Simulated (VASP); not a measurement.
# Hf3ZrS8 (P-3m1) in VASP: notebook, part 2 of 3

VASP 6.6.1.

## Step 3: Single point, PBE

This run uses another cell than the first one, of 25.52 Å³/atom, 1.157 times its volume.

File INCAR:

```
PREC = Accurate
ENCUT = 520
EDIFF = 1E-6
ISMEAR = 0
SIGMA = 0.1
LREAL = F
LASPH = T
NELM = 80
ALGO = Normal
ISIF = 2
LWAVE = F
LCHARG = F
GGA = PE
NBANDS = 57
```

File KPOINTS:

```
regular mesh
0
Gamma
  3 3 4
```

File POSCAR:

```
Hf3ZrS8
1.0
    7.3261930339      0.0000000000      0.0000000000
   -3.6630965169      6.3446692803      0.0000000000
    0.0000000000      0.0000000000      6.5879234468
Zr Hf S
1 3 8
Direct
    0.0000000000      0.0000000000      0.0000000000
    0.0000000000      0.5000000000      0.0000000000
    0.5000000000      0.0000000000      0.0000000000
    0.5000000000      0.5000000000      0.0000000000
    0.3355358930      0.1677679465      0.7806078870
    0.3333333333      0.6666666667      0.7811322514
    0.8322320535      0.1677679465      0.7806078870
    0.8322320535      0.6644641070      0.7806078870
    0.1677679465      0.3355358930      0.2193921130
    0.1677679465      0.8322320535      0.2193921130
    0.6666666667      0.3333333333      0.2188677486
    0.6644641070      0.8322320535      0.2193921130
```

Potentials or basis: VASP PAW PBE potentials, release 64 (Zr_sv, Hf_pv, S).

Command:

```
cat potpaw_PBE.64/Zr_sv/POTCAR potpaw_PBE.64/Hf_pv/POTCAR potpaw_PBE.64/S/POTCAR > POTCAR
mpirun -np 1 vasp_std > vasp.out
```

OUTCAR:

```text
PREC = Accurate
   ENCUT = 520
   EDIFF = 1E-6
   ISMEAR = 0
   LREAL = F
   LASPH = T
   NELM = 80
   ISIF = 2
   GGA = PE

 ion  position               nearest neighbor table
   1  0.000  0.000  0.000-   8 2.57   9 2.57   7 2.57  10 2.57   5 2.57  12 2.57   2 3.66   2 3.66
                             4 3.66   4 3.66   3 3.66   3 3.66
   2  0.000  0.500  0.000-   7 2.56  10 2.56   9 2.56   8 2.56   6 2.56  11 2.56   1 3.66   1 3.66
                             3 3.66   3 3.66   4 3.66   4 3.66
   3  0.500  0.000  0.000-   5 2.56  12 2.56  10 2.56   7 2.56  11 2.56   6 2.56   4 3.66   4 3.66
                             2 3.66   2 3.66   1 3.66   1 3.66
   4  0.500  0.500  0.000-   5 2.56  12 2.56   9 2.56   8 2.56  11 2.56   6 2.56   3 3.66   3 3.66
                             1 3.66   1 3.66   2 3.66   2 3.66
   5  0.336  0.168  0.781-   4 2.56   3 2.56   1 2.57
   6  0.333  0.667  0.781-   3 2.56   2 2.56   4 2.56
   7  0.832  0.168  0.781-   2 2.56   3 2.56   1 2.57
   8  0.832  0.664  0.781-   2 2.56   4 2.56   1 2.57
   9  0.168  0.336  0.219-   2 2.56   4 2.56   1 2.57
  10  0.168  0.832  0.219-   2 2.56   3 2.56   1 2.57
  11  0.667  0.333  0.219-   3 2.56   2 2.56   4 2.56
  12  0.664  0.832  0.219-   4 2.56   3 2.56   1 2.57

  LATTYP: Found a hexagonal cell.
 ALAT       =     7.3261930339
 C/A-ratio  =     0.8992287558

  Lattice vectors:

 A1 = (   7.3261930339,   0.0000000000,   0.0000000000)
 A2 = (  -3.6630965169,   6.3446692803,   0.0000000000)
 A3 = (   0.0000000000,   0.0000000000,   6.5879234468)

Analysis of symmetry for initial positions (statically):
=====================================================================
 Subroutine PRICEL returns:
 Original cell was already a primitive cell.

 Routine SETGRP: Setting up the symmetry group for a
 hexagonal supercell.

 Subroutine GETGRP returns: Found 12 space group operations
 (whereof 12 operations were pure point group operations)
 out of a pool of 24 trial point group operations.

The static configuration has the point symmetry D_3d.

Analysis of symmetry for dynamics (positions and initial velocities):
=====================================================================
 Subroutine PRICEL returns:
 Original cell was already a primitive cell.

 Routine SETGRP: Setting up the symmetry group for a
 hexagonal supercell.

 Subroutine GETGRP returns: Found 12 space group operations
 (whereof 12 operations were pure point group operations)
 out of a pool of 24 trial point group operations.

The dynamic configuration has the point symmetry D_3d.

 Subroutine INISYM returns: Found 12 space group operations
 (whereof 12 operations are pure point group operations),
 and found     1 'primitive' translations

----------------------------------------------------------------------------------------

                                     Primitive cell

  volume of cell :     306.2216

  direct lattice vectors                    reciprocal lattice vectors
[... 73 lines left out ...]
  0.333333  0.333333  0.500000      2.000000
   k-points           NKPTS =     10   k-points in BZ     NKDIM =     10   number of bands    NBANDS=     57
   number of dos      NEDOS =    301   number of ions     NIONS =     12
   total plane-waves  NPLWV = 145800
   dimension x,y,z NGX =    54 NGY =   54 NGZ =   50
   dimension x,y,z NGXF=   108 NGYF=  108 NGZF=  100
   ions per type =               1   3   8
   NGX,Y,Z   is equivalent  to a cutoff of  12.25, 12.25, 12.62 a.u.
   NGXF,Y,Z  is equivalent  to a cutoff of  24.51, 24.51, 25.23 a.u.
 SYSTEM =  unknown system
   PREC   = accura    normal or accurate (medium, high low for compatibility)
   ISTART =      0    job   : 0-new  1-cont  2-samecut
   ICHARG =      2    charge: 1-file 2-atom 10-const
   ISPIN  =      1    spin polarized calculation?
   LNONCOLLINEAR =      F non collinear calculations
   LSORBIT =      F    spin-orbit coupling
   LASPH  =      T    aspherical Exc in radial PAW
   ENCUT  =  520.0 eV  38.22 Ry    6.18 a.u.  13.62 13.62 12.25*2*pi/ulx,y,z
   NELM   =     80;   NELMIN=  2; NELMDL= -5     # of ELM steps
   EDIFF  = 0.1E-05   stopping-criterion for ELM
   LREAL  =      F    real-space projection
   EDIFFG = 0.1E-04   stopping-criterion for IOM
   NSW    =      0    number of steps for IOM
   IBRION =     -1    ionic relax: 0-MD 1-quasi-New 2-CG
   NFREE  =      0    steps in history (QN), initial steepest desc. (CG)
   ISIF   =      2    stress and relaxation
   ISYM   =      2    0-nonsym 1-usesym 2-fastsym
   POTIM  = 0.5000    time-step for ionic-motion
   TEBEG  =    0.0;   TEEND  =   0.0 temperature during run
   PSTRESS=    0.0 pullay stress
   NELECT =      90.0000    total number of electrons
   NUPDOWN=      -1.0000    fix difference up-down
   EMIN   =  10.00;   EMAX   =-10.00  energy-range for DOS
   EFERMI =   0.00;   METHOD = LEGACY
   ISMEAR =     0;   SIGMA  =   0.10  broadening in eV -4-tet -1-fermi 0-gaus
   EFERMI_NEDOS =   21; number of points for ismear=-14 and -15
   IALGO  =     38    algorithm
   IMIX   =      4    mixing-type and parameters
     AMIX     =   0.40;   BMIX     =  1.00
     AMIX_MAG =   1.60;   BMIX_MAG =  1.00
  volume/ion in A,a.u.               =      25.52       172.21
  Fermi-wavevector in a.u.,A,eV,Ry     =   1.088455  2.056881 16.119281  1.184734
  Thomas-Fermi vector in A             =   2.224637
   LORBIT       =      0    0 simple, 1 ext, 2 COOP (PROOUT), +10 PAW based schemes
   GGA     = PE    functional components
   LHFCALC =     F    Hartree Fock is set to
   AEXX    =    0.0000 exact exchange contribution
   IVDW    =     0    specifies the selected vdW correction
   LEPSILON=     F    determine dielectric tensor
   LRPA    =     F    only Hartree local field effects (RPA)
 non-spin polarized calculation
 Gauss-broadening in eV      SIGMA  =   0.10
  energy-cutoff  :      520.00
  volume of cell :      306.22
 maximum number of plane-waves:      8275
 NGX is ok and might be reduce to    54
   NGX = 27   NGY = 27   NGZ = 25

 number of electron      89.9999995 magnetization

 Free energy of the ion-electron system (eV)
  ---------------------------------------------------
  ext. energy  EPLUGINS =         0.00000000
  ---------------------------------------------------
  free energy    TOTEN  =       -90.18908755 eV

  energy without entropy =      -90.18908755  energy(sigma->0) =      -90.18908755

 E-fermi :   2.8370     XC(G=0):  -8.8441

 val. band max:        2.3020527977   @ k =   0.0000   0.0000   0.0000
 cond. band min:       3.4869295938   @ k =   0.0000   0.0000   0.5000
 fundamental gap:      1.1848767962
 Fermi energy:         2.8369802064

 k-point     1 :       0.0000    0.0000    0.0000
  band No.  band energies     occupation
      1     -46.6502      2.00000
      2     -28.4412      2.00000
      3     -28.3899      2.00000
      4     -28.3899      2.00000
      5     -28.3707      2.00000
      6     -28.3458      2.00000
[... 589 lines left out ...]
     56       6.3613      0.00000
     57       6.3613      0.00000

------------------------ aborting loop because EDIFF is reached ----------------------------------------

  FORCE on cell =-STRESS in cart. coord.  units (eV):
  Direction    XX          YY          ZZ          XY          YZ          ZX
  --------------------------------------------------------------------------------------
  -------------------------------------------------------------------------------------
  Total       -0.7289337     -0.7289337     -0.4095777     -0.0000000      0.0000000      0.0000000
  in kB       -3.8138420     -3.8138420     -2.1429449     -0.0000000      0.0000000      0.0000000
  external PRESSURE =      -3.2568763 kB  Pullay stress =       0.0000000 kB

 VOLUME and BASIS-vectors are now :
 -----------------------------------------------------------------------------
  energy-cutoff  :      520.00
  volume of cell :      306.22
      direct lattice vectors                 reciprocal lattice vectors
     7.326193034  0.000000000  0.000000000     0.136496540  0.078806314  0.000000000
    -3.663096517  6.344669280  0.000000000     0.000000000  0.157612628  0.000000000
     0.000000000  0.000000000  6.587923447     0.000000000  0.000000000  0.151792899

 POSITION                                       TOTAL-FORCE (eV/Angst)
 -----------------------------------------------------------------------------------
      0.00000      0.00000      0.00000         0.000000     -0.000000      0.000000
     -1.83155      3.17233      0.00000         0.000000     -0.000000      0.000000
      3.66310      0.00000      0.00000         0.000000     -0.000000      0.000000
      1.83155      3.17233      0.00000         0.000000     -0.000000      0.000000
      1.84365      1.06443      5.14259         0.031429      0.018146      0.043225
     -0.00000      4.22978      5.14604         0.000000     -0.000000      0.062333
      5.48254      1.06443      5.14259        -0.031429      0.018146      0.043225
      3.66310      4.21581      5.14259        -0.000000     -0.036292      0.043225
      0.00000      2.12886      1.44534         0.000000      0.036292     -0.043225
     -1.81945      5.28024      1.44534         0.031429     -0.018146     -0.043225
      3.66310      2.11489      1.44188         0.000000     -0.000000     -0.062333
      1.81945      5.28024      1.44534        -0.031429     -0.018146     -0.043225
 -----------------------------------------------------------------------------------
    total drift:                                0.000000     -0.000000      0.000000

  FREE ENERGIE OF THE ION-ELECTRON SYSTEM (eV)
  ---------------------------------------------------
  free  energy   TOTEN  =       -90.1890875467 eV

  energy  without entropy=      -90.1890875467  energy(sigma->0) =      -90.18908755
```

Run time: 4 min. Hardware: 1 thread of AMD EPYC 7R43 (Zen 3), shared host; peak memory 0.42 GiB.

Results:

| Quantity | Value |
| --- | --- |
| Free energy | -90.1891 eV |
| Pressure | -0.3 GPa |
| Largest force | 0.062 eV/Å |
| Band gap on the k mesh | 1.18 eV, indirect (least direct gap 1.22 eV) |

Forces on the atoms (eV/Å):
```
Zr   0.000  0.000  0.000
Hf   0.000  0.000  0.000
Hf   0.000  0.000  0.000
Hf   0.000  0.000  0.000
S    0.031  0.018  0.043
S    0.000  0.000  0.062
S   -0.031  0.018  0.043
S    0.000 -0.036  0.043
S    0.000  0.036 -0.043
S    0.031 -0.018 -0.043
S    0.000  0.000 -0.062
S   -0.031 -0.018 -0.043
```

Caveat: spin-orbit coupling is left out, which moves the levels of the heavy elements; this functional lacks dispersion, which binds the layers, so the pressure and a relaxed spacing across them are unreliable. As with any semilocal functional, this PBE gap is likely too small.

(Part 2 of 3 ends here.)
